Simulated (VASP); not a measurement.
# Ta (Im-3m) in VASP: a series of runs, part 2 of 3

VASP 6.6.1. The steps go on from the part before.

## (3) Electric field gradients, PBEsol (volume scaled by 1.01)

Contents of INCAR:

```
SYSTEM = Ta
  PREC = Accurate
  ENCUT = 520
  EDIFF = 1E-8
  ISMEAR = -1
  SIGMA = 0.05
  LREAL = .FALSE.
  LASPH = .TRUE.
  NELM = 100
  ALGO = Normal
  ISIF = 2
  LWAVE = .FALSE.
  LCHARG = .FALSE.
  GGA = PS
  LEFG = .TRUE.
  NBANDS = 12
```

Contents of KPOINTS:

```
Automatic mesh
0
G
  15 15 15
  0 0 0
```

Contents of POSCAR:

```
Ta
1.0
   -1.6567660204      1.6567660204      1.6567660204
    1.6567660204     -1.6567660204      1.6567660204
    1.6567660204      1.6567660204     -1.6567660204
Ta
1
Direct
    0.0000000000      0.0000000000      0.0000000000
```

Potentials or basis: VASP PAW PBE potentials, release 64 (Ta_pv).

Command:

```
$ cat potpaw_PBE.64/Ta_pv/POTCAR > POTCAR
$ mpirun -np 1 vasp_std > vasp.out
```

OUTCAR:

```text
SYSTEM = Ta
   PREC = Accurate
   ENCUT = 520
   EDIFF = 1E-8
   ISMEAR = -1
   LREAL = .FALSE.
   LASPH = .TRUE.
   NELM = 100
   ISIF = 2
   GGA = PS

 ion  position               nearest neighbor table
   1  0.000  0.000  0.000-

  LATTYP: Found a body centered cubic cell.
 ALAT       =     3.3135320408

  Lattice vectors:

 A1 = (  -1.6567660204,   1.6567660204,   1.6567660204)
 A2 = (   1.6567660204,  -1.6567660204,   1.6567660204)
 A3 = (   1.6567660204,   1.6567660204,  -1.6567660204)

Analysis of symmetry for initial positions (statically):
=====================================================================
 Subroutine PRICEL returns:
 Original cell was already a primitive cell.

 Routine SETGRP: Setting up the symmetry group for a
 body centered cubic supercell.

 Subroutine GETGRP returns: Found 48 space group operations
 (whereof 48 operations were pure point group operations)
 out of a pool of 48 trial point group operations.

The static configuration has the point symmetry O_h .

Analysis of symmetry for dynamics (positions and initial velocities):
=====================================================================
 Subroutine PRICEL returns:
 Original cell was already a primitive cell.

 Routine SETGRP: Setting up the symmetry group for a
 body centered cubic supercell.

 Subroutine GETGRP returns: Found 48 space group operations
 (whereof 48 operations were pure point group operations)
 out of a pool of 48 trial point group operations.

The dynamic configuration has the point symmetry O_h .

 Subroutine INISYM returns: Found 48 space group operations
 (whereof 48 operations are pure point group operations),
 and found     1 'primitive' translations

----------------------------------------------------------------------------------------

                                     Primitive cell

  volume of cell :      18.1905

  direct lattice vectors                    reciprocal lattice vectors
    -1.656766020  1.656766020  1.656766020     0.000000000  0.301792766  0.301792766
     1.656766020 -1.656766020  1.656766020     0.301792766  0.000000000  0.301792766
     1.656766020  1.656766020 -1.656766020     0.301792766  0.301792766  0.000000000

  length of vectors
     2.869602924  2.869602924  2.869602924     0.426799423  0.426799423  0.426799423

  position of ions in fractional coordinates (direct lattice)
     0.000000000  0.000000000  0.000000000

  ion indices of the primitive-cell ions
   primitive index   ion index
                 1           1

----------------------------------------------------------------------------------------

 KPOINTS: Automatic mesh

Automatic generation of k-mesh.
 Grid dimensions read from file:
 generate k-points for:   15   15   15

 Generating k-lattice:

  Cartesian coordinates                     Fractional coordinates (reciprocal lattice)
     0.000000000  0.020119518  0.020119518     0.066666667  0.000000000  0.000000000
     0.020119518  0.000000000  0.020119518     0.000000000  0.066666667  0.000000000
     0.020119518  0.020119518  0.000000000     0.000000000  0.000000000  0.066666667

  Length of vectors
[... 66 lines left out ...]
   NELECT =      11.0000    total number of electrons
   NUPDOWN=      -1.0000    fix difference up-down
   EMIN   =  10.00;   EMAX   =-10.00  energy-range for DOS
   EFERMI =   0.00;   METHOD = LEGACY
   ISMEAR =    -1;   SIGMA  =   0.05  broadening in eV -4-tet -1-fermi 0-gaus
   EFERMI_NEDOS =   21; number of points for ismear=-14 and -15
   IALGO  =     38    algorithm
   IMIX   =      4    mixing-type and parameters
     AMIX     =   0.40;   BMIX     =  1.00
     AMIX_MAG =   1.60;   BMIX_MAG =  1.00
  volume/ion in A,a.u.               =      18.19       122.76
  Fermi-wavevector in a.u.,A,eV,Ry     =   1.384388  2.616114 26.075982  1.916531
  Thomas-Fermi vector in A             =   2.508897
   LORBIT       =      0    0 simple, 1 ext, 2 COOP (PROOUT), +10 PAW based schemes
   GGA     = PS    functional components
   LHFCALC =     F    Hartree Fock is set to
   AEXX    =    0.0000 exact exchange contribution
   IVDW    =     0    specifies the selected vdW correction
   LEPSILON=     F    determine dielectric tensor
   LRPA    =     F    only Hartree local field effects (RPA)
 non-spin polarized calculation
  energy-cutoff  :      520.00
  volume of cell :       18.19
 maximum number of plane-waves:       497
 NGX is ok and might be reduce to    24
   NGX = 11   NGY = 11   NGZ = 11

 number of electron      11.0000001 magnetization

 Free energy of the ion-electron system (eV)
  ---------------------------------------------------
  ext. energy  EPLUGINS =         0.00000000
  ---------------------------------------------------
  free energy    TOTEN  =       -12.54653283 eV

  energy without entropy =      -12.53575038  energy(sigma->0) =      -12.54114161

 E-fermi :   5.2393     XC(G=0): -12.6775

 val. band max:        5.2355365342   @ k =   0.3333   0.0000   0.0000
 cond. band min:       5.2643782343   @ k =   0.3333   0.1333   0.0000
 fundamental gap:      0.0288417000
 Fermi energy:         5.2393278129

 k-point     1 :       0.0000    0.0000    0.0000
  band No.  band energies     occupation
      1     -27.8222      2.00000
      2     -27.8222      2.00000
      3     -27.8222      2.00000
      4      -2.6494      2.00000
      5       5.9622      0.00000
      6       5.9622      0.00000
      7       5.9622      0.00000
      8       9.1968      0.00000
      9       9.1968      0.00000
     10      19.8706      0.00000
     11      20.2357      0.00000
     12      20.2357      0.00000
[... 331 lines left out ...]
 k-point    24 :       0.4000    0.2000    0.0000
  band No.  band energies     occupation
      1     -28.8279      2.00000
      2     -28.3556      2.00000
      3     -27.9392      2.00000
      4       2.0371      2.00000
      5       3.8682      2.00000
      6       5.2844      0.57748
      7       8.9377      0.00000
      8      10.3118      0.00000
      9      14.6639      0.00000
     10      15.0432      0.00000
     11      18.7835      0.00000
     12      19.8814      0.00000

 [... further k-points ...]
[... 5 lines left out ...]
  --------------------------------------------------------------------------------------
  -------------------------------------------------------------------------------------
  Total       -0.6569580     -0.6569580     -0.6569580      0.0000000      0.0000000      0.0000000
  in kB      -57.8634976    -57.8634976    -57.8634976      0.0000000      0.0000000      0.0000000
  external PRESSURE =     -57.8634976 kB  Pullay stress =       0.0000000 kB

 VOLUME and BASIS-vectors are now :
 -----------------------------------------------------------------------------
  energy-cutoff  :      520.00
  volume of cell :       18.19
      direct lattice vectors                 reciprocal lattice vectors
    -1.656766020  1.656766020  1.656766020     0.000000000  0.301792766  0.301792766
     1.656766020 -1.656766020  1.656766020     0.301792766  0.000000000  0.301792766
     1.656766020  1.656766020 -1.656766020     0.301792766  0.301792766  0.000000000

 POSITION                                       TOTAL-FORCE (eV/Angst)
 -----------------------------------------------------------------------------------
      0.00000      0.00000      0.00000         0.000000     -0.000000     -0.000000
 -----------------------------------------------------------------------------------
    total drift:                                0.000000      0.000000     -0.000000

  FREE ENERGIE OF THE ION-ELECTRON SYSTEM (eV)
  ---------------------------------------------------
  free  energy   TOTEN  =       -12.5465328303 eV

  energy  without entropy=      -12.5357503819  energy(sigma->0) =      -12.54114161

 Electric field gradients (V/A^2)
---------------------------------------------------------------------
 ion       V_xx      V_yy      V_zz      V_xy      V_xz      V_yz
---------------------------------------------------------------------
   1       0.000    -0.000    -0.000     0.000     0.000     0.000
---------------------------------------------------------------------

 Electric field gradients after diagonalization (V/A^2)
 (convention: |V_zz| > |V_xx| > |V_yy|)
----------------------------------------------------------------------
 ion       V_xx      V_yy      V_zz     asymmetry (V_yy - V_xx)/ V_zz
----------------------------------------------------------------------
   1      -0.000    -0.000     0.000       0.000
----------------------------------------------------------------------

           NMR quadrupolar parameters

 Cq : quadrupolar parameter    Cq=e*Q*V_zz/h
 eta: asymmetry parameters     (V_yy - V_xx)/ V_zz
 Q  : nuclear electric quadrupole moment in mb (millibarn)
----------------------------------------------------------------------
 ion       Cq(MHz)       eta       Q (mb)
----------------------------------------------------------------------
   1       0.000       0.000       1.000
----------------------------------------------------------------------
```

Run time: 12 s. Hardware: 1 thread of Intel Xeon Platinum 8488C (Sapphire Rapids), shared host; peak memory 0.16 GiB.

What came out:

```yaml
Free_energy: -12.5465 eV
Pressure: -5.8 GPa
```

Caveat: without QUAD_EFG the Cq values of the log hold for a quadrupole moment of 1 mb, not for the nuclei; the PAW data sets were made with another functional, which shifts forces and pressure a little; spin-orbit coupling is left out, which moves the levels of the heavy elements.

## (4) Electric field gradients, PBEsol (volume scaled by 1.04)

Contents of INCAR:

```
SYSTEM = Ta
PREC = Accurate
ENCUT = 520
EDIFF = 1E-8
ISMEAR = -1
SIGMA = 0.05
LREAL = .FALSE.
LASPH = .TRUE.
NELM = 100
ALGO = Normal
ISIF = 2
LWAVE = .FALSE.
LCHARG = .FALSE.
GGA = PS
LEFG = .TRUE.
NBANDS = 12
```

KPOINTS is that of step 3.

Contents of POSCAR:

```
Ta
1.0
   -1.6730098603      1.6730098603      1.6730098603
    1.6730098603     -1.6730098603      1.6730098603
    1.6730098603      1.6730098603     -1.6730098603
Ta
1
Direct
    0.0000000000      0.0000000000      0.0000000000
```

Potentials or basis: VASP PAW PBE potentials, release 64 (Ta_pv).

Command:

```
$ cat potpaw_PBE.64/Ta_pv/POTCAR > POTCAR
$ mpirun -np 1 vasp_std > vasp.out
```

OUTCAR:

```text
SYSTEM = Ta
   PREC = Accurate
   ENCUT = 520
   EDIFF = 1E-8
   ISMEAR = -1
   LREAL = .FALSE.
   LASPH = .TRUE.
   NELM = 100
   ISIF = 2
   GGA = PS

 ion  position               nearest neighbor table
   1  0.000  0.000  0.000-

  LATTYP: Found a body centered cubic cell.
 ALAT       =     3.3460197206

  Lattice vectors:

 A1 = (  -1.6730098603,   1.6730098603,   1.6730098603)
 A2 = (   1.6730098603,  -1.6730098603,   1.6730098603)
 A3 = (   1.6730098603,   1.6730098603,  -1.6730098603)

Analysis of symmetry for initial positions (statically):
=====================================================================
 Subroutine PRICEL returns:
 Original cell was already a primitive cell.

 Routine SETGRP: Setting up the symmetry group for a
 body centered cubic supercell.

 Subroutine GETGRP returns: Found 48 space group operations
 (whereof 48 operations were pure point group operations)
[... 540 lines left out ...]

 VOLUME and BASIS-vectors are now :
 -----------------------------------------------------------------------------
  energy-cutoff  :      520.00
  volume of cell :       18.73
      direct lattice vectors                 reciprocal lattice vectors
    -1.673009860  1.673009860  1.673009860     0.000000000  0.298862554  0.298862554
     1.673009860 -1.673009860  1.673009860     0.298862554  0.000000000  0.298862554
     1.673009860  1.673009860 -1.673009860     0.298862554  0.298862554  0.000000000

 POSITION                                       TOTAL-FORCE (eV/Angst)
 -----------------------------------------------------------------------------------
      0.00000      0.00000      0.00000        -0.000000      0.000000     -0.000000
 -----------------------------------------------------------------------------------
    total drift:                                0.000000      0.000000      0.000000

  FREE ENERGIE OF THE ION-ELECTRON SYSTEM (eV)
  ---------------------------------------------------
  free  energy   TOTEN  =       -12.5183796398 eV

  energy  without entropy=      -12.5065097100  energy(sigma->0) =      -12.51244467

 Electric field gradients (V/A^2)
---------------------------------------------------------------------
 ion       V_xx      V_yy      V_zz      V_xy      V_xz      V_yz
---------------------------------------------------------------------
   1      -0.000    -0.000    -0.000     0.000     0.000     0.000
---------------------------------------------------------------------

 Electric field gradients after diagonalization (V/A^2)
 (convention: |V_zz| > |V_xx| > |V_yy|)
----------------------------------------------------------------------
 ion       V_xx      V_yy      V_zz     asymmetry (V_yy - V_xx)/ V_zz
----------------------------------------------------------------------
   1      -0.000    -0.000     0.001       0.000
----------------------------------------------------------------------

           NMR quadrupolar parameters

 Cq : quadrupolar parameter    Cq=e*Q*V_zz/h
 eta: asymmetry parameters     (V_yy - V_xx)/ V_zz
 Q  : nuclear electric quadrupole moment in mb (millibarn)
----------------------------------------------------------------------
 ion       Cq(MHz)       eta       Q (mb)
----------------------------------------------------------------------
   1       0.000       0.000       1.000
----------------------------------------------------------------------
```

stdout:

```text
POSCAR found type information on POSCAR Ta
 POSCAR found :  1 types and       1 ions
 scaLAPACK will be used
 -----------------------------------------------------------------------------
|                                                                             |
|                                                                             |
|     You enforced a specific xc type in the INCAR file but a different       |
|     I HOPE YOU KNOW WHAT YOU ARE DOING!                                     |
|                                                                             |
 -----------------------------------------------------------------------------

 LDA part: xc-table for (Slater+PW92), standard interpolation
 POSCAR, INCAR and KPOINTS ok, starting setup
 FFT: planning ... GRIDC
 FFT: planning ... GRID_SOFT
 FFT: planning ... GRID
 WAVECAR not read
 entering main loop
ion   1
```

Wall time 13 s (1 thread of Intel Xeon Platinum 8488C (Sapphire Rapids), shared host); peak memory 0.15 GiB.

Results:

| Property | Result |
| --- | --- |
| Free energy | -12.5184 eV |
| Pressure | -10.9 GPa |

Caveat: without QUAD_EFG the Cq values of the log hold for a quadrupole moment of 1 mb, not for the nuclei; the PAW data sets were made with another functional, which shifts forces and pressure a little; spin-orbit coupling is left out, which moves the levels of the heavy elements.

(Part 2 of 3 ends here.)
